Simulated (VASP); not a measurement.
# InAs (F-43m) in VASP: notebook

The runs below take InAs through single point, with PBEsol.

Program: VASP 6.6.1. These are calculated values, not measurements. Logs are shortened: lines on timing, memory, paths and dates and some standing lists are left out, and cuts for length are marked.

## 1. The cell of the first run

It takes space group F-43m (No. 216, cubic). The conventional cell has a = 6.246 Å, b = 6.246 Å, c = 6.246 Å, α = 90.00°, β = 90.00°, γ = 90.00°. Within 3.6 Å of In (site symmetry -43m) lie 4 As at 2.70 Å. As (site symmetry -43m) has 4 In at 2.70 Å within 3.6 Å.

## 2. Single point, PBEsol (30.46 Å³/atom)

The input, INCAR:

```
SYSTEM = InAs
ALGO = Normal
EDIFF = 1E-7
ENCUT = 520
GGA = PS
ISIF = 2
ISMEAR = 0
LASPH = .True.
LCHARG = .False.
LREAL = .False.
LWAVE = .False.
NBANDS = 16
NELM = 80
PREC = Accurate
SIGMA = 0.15
```

The input, KPOINTS:

```
k-points
0
Gamma
  14 14 14
  0 0 0
```

The input, POSCAR:

```
InAs
1.0
    0.0000000000      3.1230334294      3.1230334294
    3.1230334294      0.0000000000      3.1230334294
    3.1230334294      3.1230334294      0.0000000000
In As
1 1
Direct
    0.0000000000      0.0000000000      0.0000000000
    0.7500000000      0.7500000000      0.7500000000
```

Potentials or basis: VASP PAW PBE potentials, release 64 (In_d, As).

On the command line:

```console
> cat potpaw_PBE.64/In_d/POTCAR potpaw_PBE.64/As/POTCAR > POTCAR
> mpirun -np 1 vasp_std > vasp.out
```

OUTCAR:

```text
SYSTEM = InAs
   EDIFF = 1E-7
   ENCUT = 520
   GGA = PS
   ISIF = 2
   ISMEAR = 0
   LASPH = .True.
   LREAL = .False.
   NELM = 80
   PREC = Accurate

 ion  position               nearest neighbor table
   1  0.000  0.000  0.000-   2 2.70   2 2.70   2 2.70   2 2.70
   2  0.750  0.750  0.750-   1 2.70   1 2.70   1 2.70   1 2.70

  LATTYP: Found a face centered cubic cell.
 ALAT       =     6.2460668588

  Lattice vectors:

 A1 = (   0.0000000000,   3.1230334294,   3.1230334294)
 A2 = (   3.1230334294,   0.0000000000,   3.1230334294)
 A3 = (   3.1230334294,   3.1230334294,   0.0000000000)

Analysis of symmetry for initial positions (statically):
=====================================================================
 Subroutine PRICEL returns:
 Original cell was already a primitive cell.

 Routine SETGRP: Setting up the symmetry group for a
 face centered cubic supercell.

 Subroutine GETGRP returns: Found 24 space group operations
 (whereof 24 operations were pure point group operations)
 out of a pool of 48 trial point group operations.

The static configuration has the point symmetry T_d .

Analysis of symmetry for dynamics (positions and initial velocities):
=====================================================================
 Subroutine PRICEL returns:
 Original cell was already a primitive cell.

 Routine SETGRP: Setting up the symmetry group for a
 face centered cubic supercell.

 Subroutine GETGRP returns: Found 24 space group operations
 (whereof 24 operations were pure point group operations)
 out of a pool of 48 trial point group operations.

The dynamic configuration has the point symmetry T_d .

 Subroutine INISYM returns: Found 24 space group operations
 (whereof 24 operations are pure point group operations),
 and found     1 'primitive' translations

----------------------------------------------------------------------------------------

                                     Primitive cell

  volume of cell :      60.9200

  direct lattice vectors                    reciprocal lattice vectors
     0.000000000  3.123033429  3.123033429    -0.160100752  0.160100752  0.160100752
     3.123033429  0.000000000  3.123033429     0.160100752 -0.160100752  0.160100752
     3.123033429  3.123033429  0.000000000     0.160100752  0.160100752 -0.160100752

  length of vectors
     4.416636232  4.416636232  4.416636232     0.277302636  0.277302636  0.277302636

  position of ions in fractional coordinates (direct lattice)
[... 79 lines left out ...]
   EDIFF  = 0.1E-06   stopping-criterion for ELM
   LREAL  =      F    real-space projection
   EDIFFG = 0.1E-05   stopping-criterion for IOM
   NSW    =      0    number of steps for IOM
   IBRION =     -1    ionic relax: 0-MD 1-quasi-New 2-CG
   NFREE  =      0    steps in history (QN), initial steepest desc. (CG)
   ISIF   =      2    stress and relaxation
   ISYM   =      2    0-nonsym 1-usesym 2-fastsym
   POTIM  = 0.5000    time-step for ionic-motion
   TEBEG  =    0.0;   TEEND  =   0.0 temperature during run
   PSTRESS=    0.0 pullay stress
   NELECT =      18.0000    total number of electrons
   NUPDOWN=      -1.0000    fix difference up-down
   EMIN   =  10.00;   EMAX   =-10.00  energy-range for DOS
   EFERMI =   0.00;   METHOD = LEGACY
   ISMEAR =     0;   SIGMA  =   0.15  broadening in eV -4-tet -1-fermi 0-gaus
   EFERMI_NEDOS =   21; number of points for ismear=-14 and -15
   IALGO  =     38    algorithm
   IMIX   =      4    mixing-type and parameters
     AMIX     =   0.40;   BMIX     =  1.00
     AMIX_MAG =   1.60;   BMIX_MAG =  1.00
  volume/ion in A,a.u.               =      30.46       205.55
  Fermi-wavevector in a.u.,A,eV,Ry     =   1.090383  2.060525 16.176441  1.188935
  Thomas-Fermi vector in A             =   2.226606
   LORBIT       =      0    0 simple, 1 ext, 2 COOP (PROOUT), +10 PAW based schemes
   GGA     = PS    functional components
   LHFCALC =     F    Hartree Fock is set to
   AEXX    =    0.0000 exact exchange contribution
   IVDW    =     0    specifies the selected vdW correction
   LEPSILON=     F    determine dielectric tensor
   LRPA    =     F    only Hartree local field effects (RPA)
 non-spin polarized calculation
 Gauss-broadening in eV      SIGMA  =   0.15
  energy-cutoff  :      520.00
  volume of cell :       60.92
 maximum number of plane-waves:      1676
 NGX is ok and might be reduce to    36
   NGX = 17   NGY = 17   NGZ = 17

 number of electron      17.9999999 magnetization

 Free energy of the ion-electron system (eV)
  ---------------------------------------------------
  ext. energy  EPLUGINS =         0.00000000
  ---------------------------------------------------
  free energy    TOTEN  =        -8.43924763 eV

  energy without entropy =       -8.43906252  energy(sigma->0) =       -8.43915508

 E-fermi :   3.5893     XC(G=0):  -8.8667

 val. band max:        3.4438180962   @ k =   0.0000   0.0000   0.0000
 cond. band min:       3.8767521321   @ k =   0.0714   0.0000   0.0000
 fundamental gap:      0.4329340359
 Fermi energy:         3.5893156306

 k-point     1 :       0.0000    0.0000    0.0000
  band No.  band energies     occupation
      1     -10.7175      2.00000
      2     -10.7175      2.00000
      3     -10.7175      2.00000
      4     -10.6254      2.00000
      5     -10.6254      2.00000
      6      -7.8610      2.00000
[... 433 lines left out ...]
      3     -10.6957      2.00000
      4     -10.6319      2.00000
      5     -10.6194      2.00000
      6      -7.2571      2.00000
[... 8 lines left out ...]
     15      12.7945      0.00000
     16      12.9441      0.00000

 [... further k-points ...]

------------------------ aborting loop because EDIFF is reached ----------------------------------------

  FORCE on cell =-STRESS in cart. coord.  units (eV):
  Direction    XX          YY          ZZ          XY          YZ          ZX
  --------------------------------------------------------------------------------------
  -------------------------------------------------------------------------------------
  Total       -1.3411904     -1.3411904     -1.3411904      0.0000000      0.0000000      0.0000000
  in kB      -35.2728954    -35.2728954    -35.2728954      0.0000000      0.0000000      0.0000000
  external PRESSURE =     -35.2728954 kB  Pullay stress =       0.0000000 kB

 VOLUME and BASIS-vectors are now :
 -----------------------------------------------------------------------------
  energy-cutoff  :      520.00
  volume of cell :       60.92
      direct lattice vectors                 reciprocal lattice vectors
     0.000000000  3.123033429  3.123033429    -0.160100752  0.160100752  0.160100752
     3.123033429  0.000000000  3.123033429     0.160100752 -0.160100752  0.160100752
     3.123033429  3.123033429  0.000000000     0.160100752  0.160100752 -0.160100752

 POSITION                                       TOTAL-FORCE (eV/Angst)
 -----------------------------------------------------------------------------------
      0.00000      0.00000      0.00000        -0.000000      0.000000     -0.000000
      4.68455      4.68455      4.68455         0.000000     -0.000000      0.000000
 -----------------------------------------------------------------------------------
    total drift:                                0.000000      0.000000     -0.000000

  FREE ENERGIE OF THE ION-ELECTRON SYSTEM (eV)
  ---------------------------------------------------
  free  energy   TOTEN  =        -8.4392476297 eV

  energy  without entropy=       -8.4390625204  energy(sigma->0) =       -8.43915508
```

stdout:

```text
POSCAR found type information on POSCAR InAs
 POSCAR found :  2 types and       2 ions
 scaLAPACK will be used
 -----------------------------------------------------------------------------
|                                                                             |
|                                                                             |
|     You enforced a specific xc type in the INCAR file but a different       |
|     I HOPE YOU KNOW WHAT YOU ARE DOING!                                     |
|                                                                             |
 -----------------------------------------------------------------------------

 LDA part: xc-table for (Slater+PW92), standard interpolation
 POSCAR, INCAR and KPOINTS ok, starting setup
 FFT: planning ... GRIDC
 FFT: planning ... GRID_SOFT
 FFT: planning ... GRID
 WAVECAR not read
 entering main loop
```

Wall time 3 min (1 thread of Intel Xeon 8259CL, shared host); peak memory 0.27 GiB.

What came out:

| Property | Result |
| --- | --- |
| Free energy | -8.4392 eV |
| Pressure | -3.5 GPa |
| Band gap on the k mesh | zero (filled and empty bands touch) |

Caveat: the cell stands under tension; semilocal functionals underestimate gaps, and a narrow one can read as zero; the PAW data sets were made with another functional, which shifts forces and pressure a little; spin-orbit coupling is left out, which moves the levels of the heavy elements.

## 3. Single point, PBEsol (32.72 Å³/atom)

This run uses another cell than the first one, of 32.72 Å³/atom.

The input, INCAR:

```
SYSTEM = InAs
ALGO = Normal
EDIFF = 1E-7
ENCUT = 520
GGA = PS
ISIF = 2
ISMEAR = 0
LASPH = .TRUE.
LCHARG = .TRUE.
LELF = .TRUE.
LREAL = .FALSE.
LVHAR = .TRUE.
LWAVE = .FALSE.
NBANDS = 16
NELM = 60
PREC = Accurate
SIGMA = 0.15
```

The input, KPOINTS:

```
k-points
0
G
  14 14 14
  0 0 0
```

The input, POSCAR:

```
InAs
1.0
    0.0000000000      3.1983063955      3.1983063955
    3.1983063955      0.0000000000      3.1983063955
    3.1983063955      3.1983063955      0.0000000000
In As
1 1
Direct
    0.0000000000      0.0000000000      0.0000000000
    0.7500000000      0.7500000000      0.7500000000
```

Potentials or basis: VASP PAW PBE potentials, release 64 (In_d, As).

On the command line:

```console
> cat potpaw_PBE.64/In_d/POTCAR potpaw_PBE.64/As/POTCAR > POTCAR
> mpirun -np 1 vasp_std > vasp.out
```

OUTCAR:

```text
SYSTEM = InAs
   EDIFF = 1E-7
   ENCUT = 520
   GGA = PS
   ISIF = 2
   ISMEAR = 0
   LASPH = .TRUE.
   LREAL = .FALSE.
   NELM = 60
   PREC = Accurate

 ion  position               nearest neighbor table
   1  0.000  0.000  0.000-   2 2.77   2 2.77   2 2.77   2 2.77
   2  0.750  0.750  0.750-   1 2.77   1 2.77   1 2.77   1 2.77

  LATTYP: Found a face centered cubic cell.
 ALAT       =     6.3966127910

  Lattice vectors:

 A1 = (   0.0000000000,   3.1983063955,   3.1983063955)
 A2 = (   3.1983063955,   0.0000000000,   3.1983063955)
 A3 = (   3.1983063955,   3.1983063955,   0.0000000000)

Analysis of symmetry for initial positions (statically):
=====================================================================
 Subroutine PRICEL returns:
 Original cell was already a primitive cell.

 Routine SETGRP: Setting up the symmetry group for a
 face centered cubic supercell.

 Subroutine GETGRP returns: Found 24 space group operations
 (whereof 24 operations were pure point group operations)
 out of a pool of 48 trial point group operations.

The static configuration has the point symmetry T_d .

Analysis of symmetry for dynamics (positions and initial velocities):
[... 163 lines left out ...]
 cond. band min:       3.1353783848   @ k =   0.0714   0.0000   0.0000
 fundamental gap:      0.3083857986
 Fermi energy:         2.9636497949

 k-point     1 :       0.0000    0.0000    0.0000
  band No.  band energies     occupation
      1     -11.2470      2.00000
      2     -11.2470      2.00000
      3     -11.2470      2.00000
      4     -11.1755      2.00000
      5     -11.1755      2.00000
      6      -8.1047      2.00000
[... 433 lines left out ...]
      3     -11.2303      2.00000
      4     -11.1802      2.00000
      5     -11.1708      2.00000
      6      -7.5818      2.00000
[... 8 lines left out ...]
     15      11.9217      0.00000
     16      12.1563      0.00000

 [... further k-points ...]

------------------------ aborting loop because EDIFF is reached ----------------------------------------

  FORCE on cell =-STRESS in cart. coord.  units (eV):
  Direction    XX          YY          ZZ          XY          YZ          ZX
  --------------------------------------------------------------------------------------
  -------------------------------------------------------------------------------------
  Total       -2.3536844     -2.3536844     -2.3536844      0.0000000     -0.0000000     -0.0000000
  in kB      -57.6326548    -57.6326548    -57.6326548      0.0000000     -0.0000000     -0.0000000
  external PRESSURE =     -57.6326548 kB  Pullay stress =       0.0000000 kB

 VOLUME and BASIS-vectors are now :
 -----------------------------------------------------------------------------
  energy-cutoff  :      520.00
  volume of cell :       65.43
      direct lattice vectors                 reciprocal lattice vectors
     0.000000000  3.198306395  3.198306395    -0.156332739  0.156332739  0.156332739
     3.198306395  0.000000000  3.198306395     0.156332739 -0.156332739  0.156332739
     3.198306395  3.198306395  0.000000000     0.156332739  0.156332739 -0.156332739

 POSITION                                       TOTAL-FORCE (eV/Angst)
 -----------------------------------------------------------------------------------
      0.00000      0.00000      0.00000         0.000000     -0.000000     -0.000000
      4.79746      4.79746      4.79746        -0.000000      0.000000      0.000000
 -----------------------------------------------------------------------------------
    total drift:                                0.000000      0.000000      0.000000

  FREE ENERGIE OF THE ION-ELECTRON SYSTEM (eV)
  ---------------------------------------------------
  free  energy   TOTEN  =        -8.3068364724 eV

  energy  without entropy=       -8.3065290398  energy(sigma->0) =       -8.30668276
```

Run time: 2.8 min. Hardware: 1 thread of Intel Xeon 8259CL, shared host; peak memory 0.28 GiB.

What came out:

```
Free energy            : -8.3068 eV
Pressure               : -5.8 GPa
Band gap on the k mesh : zero (filled and empty bands touch)
```

Caveat: the cell stands under tension; semilocal functionals underestimate gaps, and a narrow one can read as zero; the PAW data sets were made with another functional, which shifts forces and pressure a little; spin-orbit coupling is left out, which moves the levels of the heavy elements.

The gap in the log of VASP goes by the Fermi energy; the results here count the filled bands.